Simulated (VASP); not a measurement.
## Fe2Pt: single point with PBEsol+D4

Crystal: Fe2Pt.

```
Fe Pt
1.0
     2.61760    0.00000    0.00000
    -1.30880    2.26691    0.00000
     0.00000    0.00000    6.27685
Fe Pt
2 1
Cartesian
  0.0000 1.5113 4.0457
  1.3088 0.7556 2.2312
  0.0000 0.0000 0.0000
```

* Program: VASP 6.6.1
* Task: single point
* Functional: PBEsol
* Dispersion: D4
* Potentials or basis: VASP PAW PBE potentials, release 64 (Fe, Pt)
* Cutoff: 520 eV
* k mesh: 14 × 14 × 6
* Occupations: fermi-dirac, width 0.1 eV
* Spin: no spin polarisation
* Dipole correction: no
* Further INCAR settings: ALGO = Normal; EDIFF = 1e-06; NBANDS = 20

```
Pressure                   : -14.8 GPa
Largest force              : 0.097 eV/Å
Band gap on the k mesh     : zero (bands 13 and 14 overlap by 1.41 eV)
Dispersion energy per atom : -0.284 eV
```

Forces in eV/Å, atoms in the order of the input:
```
Fe   0.000  0.000 -0.097
Fe   0.000  0.000  0.097
Pt   0.000  0.000  0.000
```

Stress tensor (GPa, compression positive):
```
-15.11   0.00   0.00
  0.00 -15.11   0.00
  0.00   0.00 -14.11
```

Levels at points of the mesh, in eV from the Fermi level:
```csv
k point,band 10,band 11,band 12,band 13,band 14,band 15,band 16,band 17
"(0.00, 0.00, 0.00)",-1.53,-1.53,-0.79,-0.72,-0.72,-0.19,-0.19,0.42
"(0.50, 0.00, 0.00)",-1.28,0.49,0.52,0.57,0.79,0.93,2.02,2.72
"(0.00, 0.00, 0.50)",-1.54,-1.53,-1.14,-1.14,-0.27,-0.27,0.30,0.71
"(0.50, 0.00, 0.50)",-0.88,-0.35,0.22,0.48,0.53,0.58,0.74,2.81
```

Wall time 42 s on 1 thread of Intel(R) Xeon(R) 6975P-C (Granite Rapids) (shared host), peak memory 0.22 GiB.

Caveat: the cell stands under tension; the PAW data sets were made with another functional, which shifts forces and pressure a little; spin-orbit coupling is left out, which moves the levels of the heavy elements; the run has no spin polarisation, though such a crystal can be magnetic. Spin polarisation is off, so any magnetic state and its effect on volume and gap are missing.
